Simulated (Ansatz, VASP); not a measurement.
# CdSe: VASP beside Ansatz

The input INCAR:

```
SYSTEM = CdSe
PREC = Accurate ; ENCUT = 500
EDIFF = 1E-6 ; ISMEAR = 1
SIGMA = 0.5 ; LREAL = .False.
LASPH = .True. ; NELM = 120
ALGO = Normal ; ISIF = 2
LWAVE = .False. ; LCHARG = .False.
GGA = PE ; NBANDS = 16
GGA_COMPAT = .False.
```

The input KPOINTS:

```
regular mesh
0
Gamma
  6 6 6
  0 0 0
```

File POSCAR:

```
CdSe
1.0
    0.0000000000      2.8429458735      2.8429458735
    2.8429458735      0.0000000000      2.8429458735
    2.8429458735      2.8429458735      0.0000000000
Cd Se
1 1
Direct
    0.0000000000      0.0000000000      0.0000000000
    0.5000000000      0.5000000000      0.5000000000
```

Input for Ansatz:

```yaml
crystal:
  lattice:
    - [0.0, 2.8429458735, 2.8429458735]
    - [2.8429458735, 0.0, 2.8429458735]
    - [2.8429458735, 2.8429458735, 0.0]
  atoms:
    - { symbol: Cd, position: [0.0, 0.0, 0.0] }
    - { symbol: Se, position: [0.5, 0.5, 0.5] }
kpoints:
  mp_grid: { grid: [6, 6, 6] }
hamiltonian:
  xc: pbe
scf:
  occupations: { method: methfessel_paxton, width: 0.5 }
  n_extra_bands: 4
output:
  forces: true
  stress: true
  eigenvalues: true
```

Alike in both runs: task single point; functional PBE; k mesh 6 × 6 × 6; occupations methfessel-paxton of order 1, width 0.5 eV; no spin polarisation.

|  | VASP | Ansatz |
| --- | --- | --- |
| version | VASP 6.6.1 | Ansatz 0.2.0 |
| potentials or method | VASP PAW PBE potentials, release 64 (Cd, Se) | plane waves |
| plane-wave cutoff (eV) | 500 | 420 |
| valence electrons in the cell | 18 | 36 |

```csv
,VASP,Ansatz,Ansatz less VASP
pressure (GPa),2.2,1.8,-0.39
```

VASP's potentials hold 18 valence electrons a cell and Ansatz's 36, so a difference there can come from the potentials and not from the codes.
